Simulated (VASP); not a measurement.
Set up this calculation in VASP 6.6.1, as the native input.

| Property | Result |
| --- | --- |
| Task | single point |
| Functional | LDA |
| Potentials or basis | VASP PAW LDA potentials, release 64 (In_d, P) |
| Cutoff | 500 eV |
| k mesh | 10 × 10 × 10 |
| Occupations | gaussian, width 0.02 eV |
| Spin | no spin polarisation |
| Dipole correction | no |
| Further INCAR settings | ALGO = Normal; EDIFF = 1e-06; NBANDS = 16 |

The structure of InP (kl) lies in POSCAR:

```
InP
1.0
    0.0000000000      2.9134367942      2.9134367942
    2.9134367942      0.0000000000      2.9134367942
    2.9134367942      2.9134367942      0.0000000000
In P
1 1
Direct
    0.0000000000      0.0000000000      0.0000000000
    0.7500000000      0.7500000000      0.7500000000
```

These files were run (other wordings do the same):

INCAR

```
SYSTEM = InP
ALGO = Normal
EDIFF = 1E-6
ENCUT = 500
GGA = CA
GGA_COMPAT = .FALSE.
ISIF = 2
ISMEAR = 0
LASPH = .TRUE.
LCHARG = .TRUE.
LELF = .TRUE.
LREAL = .FALSE.
LVHAR = .TRUE.
LWAVE = .FALSE.
NBANDS = 16
NELM = 120
PREC = Accurate
SIGMA = 0.02
```

KPOINTS

```
k-points
0
G
  10 10 10
  0 0 0
```

Potentials or basis: VASP PAW LDA potentials, release 64 (In_d, P).

Command:

```bash
$ cat potpaw_LDA.64/In_d/POTCAR potpaw_LDA.64/P/POTCAR > POTCAR
$ mpirun -np 1 vasp_std > vasp.out
```

Results of the run:

```json
{
 "Pressure": "0.0 GPa",
 "Band gap on the k mesh": "0.61 eV, direct"
}
```

Caveat: spin-orbit coupling is left out, which moves the levels of the heavy elements.

Run time: 34 s on 1 thread of Intel Xeon 6975P-C, with other jobs on the host, peak memory 0.17 GiB.
